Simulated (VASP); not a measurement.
Here is a VASP 6.6.1 calculation.

INCAR

```
SYSTEM = Sb5O
  PREC = Accurate
  ENCUT = 520
  EDIFF = 1E-6
  ISMEAR = 0
  SIGMA = 0.1
  LREAL = .FALSE.
  LASPH = .TRUE.
  NELM = 100
  ALGO = Fast
  ISIF = 2
  LWAVE = .FALSE.
  LCHARG = .FALSE.
  GGA = PE
  NBANDS = 24
```

Contents of KPOINTS:

```
Automatic mesh
0
G
  6 6 8
  0 0 0
```

The input POSCAR:

```
Sb5O
1.0
    5.8842874452     -0.0000000027      0.0000000000
   -2.9421437203      5.0959424121      0.0000000000
    0.0000000000      0.0000000000      5.6508292649
Sb O
5 1
Direct
    0.5000000000      0.0000000000      0.5000000000
    0.5000000000      0.5000000000      0.5000000000
    0.0000000000      0.5000000000      0.5000000000
    0.3333333333      0.6666666667      0.0000000000
    0.6666666667      0.3333333333      0.0000000000
    0.0000000000      0.0000000000      0.0000000000
```

Potentials or basis: VASP PAW PBE potentials, release 64 (Sb, O).

Run with:

```sh
$ cat potpaw_PBE.64/Sb/POTCAR potpaw_PBE.64/O/POTCAR > POTCAR
$ mpirun -np 1 vasp_std > vasp.out
```

(1) Estimate the pressure.

(2) What does it give for the band gap on the k mesh?

Results:

(1) -0.1 GPa.

(2) zero (an odd number of electrons rules out a gap without spin polarisation).

Caveat: spin-orbit coupling is left out, which moves the levels of the heavy elements; an odd number of electrons without spin polarisation forces a metal; a magnetic or distorted state may lie lower.
